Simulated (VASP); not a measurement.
The system is Ge.

```
Ge
1.0
     3.58135    0.00000    0.00000
     0.00000    3.58135    0.00000
     0.00000    0.00000    3.25834
Ge
2
Direct
  0.50000 0.00000 0.51177
  0.00000 0.50000 0.48823
```

```yaml
Program: VASP 6.6.1
Task: relaxation of cell and atoms
Functional: PBE
Potentials_or_basis: VASP PAW PBE potentials, release 64 (Ge_d)
Cutoff: 600 eV
k_mesh: 6 × 6 × 6
Occupations: gaussian, width 0.1 eV
Spin: no spin polarisation
```

At the start: pressure 4.0 GPa; volume 20.90 Å³/atom.

Task: Where does the relaxation end?

Result: Over 20 steps the energy falls by 224.5 meV/atom and the volume is 19.99 Å³/atom (-4.4 %); space group P4/nmm (No. 129, to 0.05 Å).

The path:
```tsv
step	energy change (eV)	largest force (eV/Å)	pressure (GPa)	volume (Å³)
1	0.0000	0.0611	4.02	41.79
2	-0.3091	0.0071	-4.29	44.80
3	-0.3176	0.0164	-5.59	45.37
4	-0.4343	0.0205	-2.40	41.54
5	-0.4354	0.0232	-1.86	41.24
6	-0.4358	0.0247	-1.76	41.10
7	-0.4364	0.0281	-1.39	40.82
8	-0.4364	0.0352	-0.81	40.25
9	-0.4367	0.0298	-1.38	40.69
10	-0.4369	0.0327	-1.02	40.47
11	-0.4368	0.0314	-1.27	40.57
12	-0.4450	0.0205	0.18	39.90
13	-0.4429	0.0086	1.73	39.09
14	-0.4468	0.0168	0.59	39.64
15	-0.4469	0.0134	1.11	39.44
16	-0.4470	0.0150	0.83	39.53
17	-0.4439	0.0071	0.62	39.74
18	-0.4479	0.0119	0.98	39.59
19	-0.4485	0.0097	-0.25	40.35
20	-0.4490	0.0121	0.03	39.97
```

Final structure:
```
Ge
1.0
     3.80283    0.00000    0.00000
     0.00000    3.80283    0.00000
     0.00000    0.00000    2.76405
Ge
2
Direct
  0.50000 0.00000 0.51170
  0.00000 0.50000 0.48830
```
